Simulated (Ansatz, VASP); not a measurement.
**Two plane-wave programs on CuNi6S16**

File INCAR:

```
ALGO = Normal
EDIFF = 1E-6
ENCUT = 600
GGA = PS
GGA_COMPAT = False
ISIF = 2
ISMEAR = 0
KPAR = 4
LASPH = True
LCHARG = False
LREAL = False
LWAVE = False
NBANDS = 100
NELM = 120
PREC = Accurate
SIGMA = 0.1
```

The input KPOINTS:

```
k-points
0
Gamma
  5 5 5
```

Contents of POSCAR:

```
CuNi6S16
1.0
   -3.9290980000     -2.2652740000      6.3502010000
    3.9291760000     -2.2677650000      6.3493600000
   -0.0021180000      4.5376850000      6.3514380000
Cu Ni S
1 6 16
Direct
    0.9995826491      0.0007756712      0.9994432400
    0.5000869769      0.5006569562      0.9997688976
    0.0000726787      0.0004257084      0.4997221915
    0.9999565263      0.5006883333      0.4994826171
    0.5000795186      0.0004915982      0.9997865832
    0.5001502487      0.0004764307      0.4997003483
    0.0001970607      0.5004089366      0.9996669801
    0.1962152718      0.1964122976      0.1959550928
    0.6945824509      0.6949828244      0.6940016236
    0.9062421138      0.6921860643      0.1995384460
    0.4147502997      0.1877388870      0.7005518511
    0.2001975618      0.9065980550      0.6913238691
    0.7010413107      0.4151314692      0.1869302029
    0.6915889344      0.2005741512      0.9059046732
    0.1873487281      0.7013883851      0.4141778794
    0.3056122554      0.3062155186      0.3054008419
    0.8041572410      0.8045745279      0.8035416111
    0.5853635903      0.8132178250      0.2989160303
    0.0939199187      0.3090027994      0.7995820694
    0.2992510258      0.5858531413      0.8125753164
    0.8000000167      0.0943402748      0.3080437292
    0.8126385089      0.2996765306      0.5850809589
    0.3084601502      0.8006195532      0.0934116212
```

Input for Ansatz:

```yaml
crystal:
  lattice:
    - [-3.929098, -2.265274, 6.350201]
    - [3.929176, -2.267765, 6.34936]
    - [-0.002118, 4.537685, 6.351438]
  atoms:
    - { symbol: Cu, position: [0.9995826491, 0.0007756712, 0.99944324] }
    - { symbol: Ni, position: [0.5000869769, 0.5006569562, 0.9997688976] }
    - { symbol: Ni, position: [7.26787e-05, 0.0004257084, 0.4997221915] }
    - { symbol: Ni, position: [0.9999565263, 0.5006883333, 0.4994826171] }
    - { symbol: Ni, position: [0.5000795186, 0.0004915982, 0.9997865832] }
    - { symbol: Ni, position: [0.5001502487, 0.0004764307, 0.4997003483] }
    - { symbol: Ni, position: [0.0001970607, 0.5004089366, 0.9996669801] }
    - { symbol: S, position: [0.1962152718, 0.1964122976, 0.1959550928] }
    - { symbol: S, position: [0.6945824509, 0.6949828244, 0.6940016236] }
    - { symbol: S, position: [0.9062421138, 0.6921860643, 0.199538446] }
    - { symbol: S, position: [0.4147502997, 0.187738887, 0.7005518511] }
    - { symbol: S, position: [0.2001975618, 0.906598055, 0.6913238691] }
    - { symbol: S, position: [0.7010413107, 0.4151314692, 0.1869302029] }
    - { symbol: S, position: [0.6915889344, 0.2005741512, 0.9059046732] }
    - { symbol: S, position: [0.1873487281, 0.7013883851, 0.4141778794] }
    - { symbol: S, position: [0.3056122554, 0.3062155186, 0.3054008419] }
    - { symbol: S, position: [0.804157241, 0.8045745279, 0.8035416111] }
    - { symbol: S, position: [0.5853635903, 0.813217825, 0.2989160303] }
    - { symbol: S, position: [0.0939199187, 0.3090027994, 0.7995820694] }
    - { symbol: S, position: [0.2992510258, 0.5858531413, 0.8125753164] }
    - { symbol: S, position: [0.8000000167, 0.0943402748, 0.3080437292] }
    - { symbol: S, position: [0.8126385089, 0.2996765306, 0.5850809589] }
    - { symbol: S, position: [0.3084601502, 0.8006195532, 0.0934116212] }
basis:
  ecutwfc: 420
kpoints:
  mp_grid: { grid: [5, 5, 5] }
hamiltonian:
  xc: pbesol
scf:
  occupations: { method: gaussian, width: 0.1 }
  n_extra_bands: 11
output:
  forces: true
  stress: true
  eigenvalues: true
  populations: true
  dos:
    method: { smearing: { sigma: 0.1, scheme: gaussian } }
    projected: true
    de: 0.02
```

Alike in both runs: task single point; functional PBEsol; k mesh 5 × 5 × 5; occupations gaussian, width 0.1 eV; no spin polarisation.

```csv
,VASP,Ansatz
version,VASP 6.6.1,Ansatz 0.2.0
potentials or method,"VASP PAW PBE potentials, release 64 (Cu, Ni, S), cutoff 600 eV","scalar-relativistic, plane waves, PAW"
valence electrons in the cell,167,223
```

Ansatz gave:

* gap on the k mesh at the Fermi level (eV): none
* pressure (GPa): 0.1
* traceless stress, the component that is largest in VASP (GPa): -0.38
* rms of the force components (eV/Å): 0.019

**Question.** What did VASP give for the same quantities?

**Answer.** gap on the k mesh at the Fermi level (eV): none; pressure (GPa): 0.1; traceless stress, the component that is largest in VASP (GPa): -0.37; rms of the force components (eV/Å): 0.060.

VASP's potentials were made for PBE, not for PBEsol. Atom by atom the forces differ by 0.053 eV/Å (rms over components). A gap of «none» marks a metal or a gap that the smearing closes. The functional is the same, so the differences come from potentials, cutoffs and numerics. VASP's potentials hold 167 valence electrons a cell and Ansatz's 223, so a difference there can come from the potentials and not from the codes.
